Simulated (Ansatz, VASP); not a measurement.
One calculation of Ni, two programs

INCAR

```
SYSTEM = Ni
PREC = Accurate
ENCUT = 520
EDIFF = 1E-7
ISMEAR = 0
SIGMA = 0.15
LREAL = .FALSE.
LASPH = .TRUE.
NELM = 150
ALGO = Normal
ISIF = 2
LWAVE = .FALSE.
LCHARG = .FALSE.
ISPIN = 2
MAGMOM = 0.64 0.64
LORBIT = 11
LMAXMIX = 4
GGA = PE
NBANDS = 21
```

The input KPOINTS:

```
regular mesh
0
G
  12 12 12
  0 0 0
```

POSCAR

```
Ni
1.0
    0.0000000000     -2.8004796278      0.0000000000
   -2.8004796278      0.0000000000      0.0000000000
    0.0000000000      0.0000000000     -2.8004796278
Ni
2
Direct
    0.5000000000      0.5000000000      0.5000000000
    0.0000000000      0.0000000000      0.0000000000
```

Input for Ansatz:

```yaml
crystal:
  lattice:
    - [0.0, -2.8004796278, 0.0]
    - [-2.8004796278, 0.0, 0.0]
    - [0.0, 0.0, -2.8004796278]
  atoms:
    - { symbol: Ni, position: [0.5, 0.5, 0.5], spin: 0.64 }
    - { symbol: Ni, position: [0.0, 0.0, 0.0], spin: 0.64 }
basis:
  ecutwfc: 420
kpoints:
  mp_grid: { grid: [12, 12, 12] }
hamiltonian:
  xc: pbe
scf:
  occupations: { method: gaussian, width: 0.15 }
output:
  forces: true
  stress: true
  eigenvalues: true
  populations: true
  write_density: true
  write_potential: true
  elf: true
  volumetric_format: npy
magnetization:
  spin_polarized: true
```

Alike in both runs: task single point; functional PBE; k mesh 12 × 12 × 12; occupations gaussian, width 0.15 eV; collinear spin.

|  | VASP | Ansatz |
| --- | --- | --- |
| version | VASP 6.6.1 | Ansatz 0.2.0 |
| potentials or method | VASP PAW PBE potentials, release 64 (Ni), cutoff 520 eV | scalar-relativistic, plane waves, PAW |
| valence electrons in the cell | 20 | 36 |

VASP gave:

```
gap on the k mesh at the Fermi level (eV)                     : none
pressure (GPa)                                                : -0.1
net moment per atom (μB)                                      : 0.53
size of the moment on the site where the two differ most (μB) : 0.54
```

**Question.** Which values does Ansatz return?

**Answer.** gap on the k mesh at the Fermi level (eV): none; pressure (GPa): 0.0; net moment per atom (μB): 0.53; size of the moment on the site where the two differ most (μB): 0.56.

Site moments also hang on the region over which each program counts them. A gap of «none» marks a metal or a gap that the smearing closes. The functional is the same, so the differences come from potentials, cutoffs and numerics. VASP's potentials hold 20 valence electrons a cell and Ansatz's 36, so a difference there can come from the potentials and not from the codes.
